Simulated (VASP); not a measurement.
Set up this calculation in VASP 6.6.1, as the native input.

* Task: single point
* Functional: r2SCAN
* Potentials or basis: VASP PAW PBE potentials, release 64 (Au, Al)
* Cutoff: 520 eV
* k mesh: 13 × 13 × 13
* Occupations: methfessel-paxton, width 0.05 eV
* Spin: no spin polarisation
* Dipole correction: no
* Further INCAR settings: ALGO = Normal; EDIFF = 1e-07; NBANDS = 16

Al2Au:

```
CELL_PARAMETERS angstrom
0.00000 3.00000 3.00000
3.00000 0.00000 3.00000
3.00000 3.00000 0.00000
ATOMIC_POSITIONS crystal
Au 0.00000 0.00000 0.00000
Al 0.75000 0.75000 0.75000
Al 0.25000 0.25000 0.25000
```

One way to write it, as run:

POSCAR

```
Al2Au
1.0
    0.0000000000      3.0000000000      3.0000000000
    3.0000000000      0.0000000000      3.0000000000
    3.0000000000      3.0000000000      0.0000000000
Au Al
1 2
Direct
    0.0000000000      0.0000000000      0.0000000000
    0.7500000000      0.7500000000      0.7500000000
    0.2500000000      0.2500000000      0.2500000000
```

INCAR.step1

```
PREC = Accurate
ENCUT = 520
ISMEAR = 1
SIGMA = 0.05
LREAL = F
LASPH = T
NELM = 100
NBANDS = 16
GGA = PE
ALGO = Normal
EDIFF = 1E-4
LWAVE = T
LCHARG = F
```

INCAR.step2

```
PREC = Accurate
ENCUT = 520
EDIFF = 1E-7
ISMEAR = 1
SIGMA = 0.05
LREAL = F
LASPH = T
NELM = 100
ALGO = Normal
ISIF = 2
LWAVE = F
LCHARG = T
METAGGA = R2SCAN
LMIXTAU = T
LELF = T
LVHAR = T
NBANDS = 16
ISTART = 1
```

KPOINTS

```
Automatic mesh
0
Gamma
  13 13 13
```

Potentials or basis: VASP PAW PBE potentials, release 64 (Au, Al).

Command:

```bash
$ cat potpaw_PBE.64/Au/POTCAR potpaw_PBE.64/Al/POTCAR > POTCAR
$ cp INCAR.step1 INCAR
$ mpirun -np 1 vasp_std > vasp.out
$ cp INCAR.step2 INCAR
$ mpirun -np 1 vasp_std > vasp.out
```

Results of the run:

```yaml
Pressure: 0.3 GPa
Band_gap_on_the_k_mesh: zero (an odd number of electrons rules out a gap without spin polarisation)
```

Caveat: the PAW data sets were made with another functional, which shifts forces and pressure a little; spin-orbit coupling is left out, which moves the levels of the heavy elements.

Run time: 3.9 min on 1 thread of Intel Xeon 8259CL (shared host), peak memory 0.24 GiB.
